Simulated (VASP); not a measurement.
Write the native input for VASP 6.6.1 that does the following.

```
Task                   : single point
Functional             : PBEsol
Potentials or basis    : VASP PAW PBE potentials, release 64 (Ge_d)
Cutoff                 : 520 eV
k mesh                 : 9 × 9 × 8
Occupations            : methfessel-paxton, width 0.05 eV
Spin                   : no spin polarisation
Dipole correction      : no
Further INCAR settings : ALGO = Normal; EDIFF = 1e-07; NBANDS = 13
```

The structure of Ge lies in POSCAR:

```
Ge
1.0
    2.9520690000      0.0000000000      0.0000000000
   -1.6295889250      2.4615343419      0.0000000000
    0.0000000000      0.0000000000      2.6982310000
Ge
1
Direct
    0.5000000000      0.5000000000      0.0000000000
```

One way to write it, as run:

INCAR

```
  ALGO = Normal
  EDIFF = 1E-7
  ENCUT = 520
  GGA = PS
  ISIF = 2
  ISMEAR = 1
  LASPH = T
  LCHARG = T
  LELF = T
  LREAL = F
  LVHAR = T
  LWAVE = F
  NBANDS = 13
  NELM = 60
  PREC = Accurate
  SIGMA = 0.05
```

KPOINTS

```
k-points
0
Gamma
  9 9 8
```

Potentials or basis: VASP PAW PBE potentials, release 64 (Ge_d).

The run is started by

```bash
$ cat potpaw_PBE.64/Ge_d/POTCAR > POTCAR
$ mpirun -np 1 vasp_std > vasp.out
```

Results of the run:

```json
{"Pressure": "-4.3 GPa", "Band gap on the k mesh": "zero (band 7 reaches 12.71 eV, above the bottom of band 8 at 2.88 eV)"}
```

Caveat: the PAW data sets were made with another functional, which shifts forces and pressure a little.

Run time: 11 s on 1 thread of Intel(R) Xeon(R) Platinum 8488C (Sapphire Rapids) (shared host), peak memory 0.15 GiB.
